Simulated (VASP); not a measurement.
Set up this calculation in VASP 6.6.1, as the native input.

| Quantity | Value |
| --- | --- |
| Task | single point |
| Functional | PBEsol |
| Potentials or basis | VASP PAW PBE potentials, release 64 (Ga_d, As) |
| Cutoff | 520 eV |
| k mesh | 9 × 6 × 1 |
| Occupations | gaussian, width 0.05 eV |
| Spin | no spin polarisation |
| Dipole correction | yes |
| Further INCAR settings | ALGO = Normal; EDIFF = 1e-07; NBANDS = 76 |

The structure of GaAs lies in POSCAR:

```
GaAs
1.0
    4.0010046224      0.0000000000      0.0000000000
    0.0000000000      5.6582750001      0.0000000000
    0.0000000000      0.0000000000     27.0030138671
Ga As
7 7
Direct
    0.5000000000      0.5589065661      0.2947373004
    0.0000000000     -0.0193276157      0.3486395120
    0.5000000000      0.4870005610      0.4265402531
    0.0000000000     -0.0152582389      0.5000007826
    0.5000000000      0.4870082445      0.5734581406
    0.0000000000     -0.0193153571      0.6513631097
    0.5000000000      0.5589206187      0.7052610555
    0.0000000000      0.7676405288      0.2687938806
    0.5000000000      0.2321249956      0.3524789396
    0.0000000000      0.7387552868      0.4250777233
    0.5000000000      0.2349967919      0.4999992817
    0.0000000000      0.7387609237      0.5749235563
    0.5000000000      0.2321360784      0.6475191793
    0.0000000000      0.7676506163      0.7312072853
```

The input as run:

INCAR

```
SYSTEM = GaAs
PREC = Accurate
ENCUT = 520
EDIFF = 1E-7
ISMEAR = 0
SIGMA = 0.05
LREAL = .FALSE.
LASPH = .TRUE.
NELM = 100
ALGO = Normal
ISIF = 2
LWAVE = .FALSE.
LCHARG = .FALSE.
LDIPOL = .TRUE.
IDIPOL = 3
DIPOL = 0.5 0.5 0.500
GGA = PS
NBANDS = 76
```

KPOINTS

```
regular mesh
0
G
  9 6 1
  0 0 0
```

Potentials or basis: VASP PAW PBE potentials, release 64 (Ga_d, As).

Run with:

```console
$ cat potpaw_PBE.64/Ga_d/POTCAR potpaw_PBE.64/As/POTCAR > POTCAR
$ mpirun -np 1 vasp_std > vasp.out
```

Results of the run:

- Largest force: 0.027 eV/Å
- Band gap on the k mesh: 0.74 eV (least direct gap 0.92 eV)

Caveat: the PAW data sets were made with another functional, which shifts forces and pressure a little.

It took 23 min on 1 thread of Intel(R) Xeon(R) 6975P-C (Granite Rapids), on a shared host, peak memory 0.96 GiB.
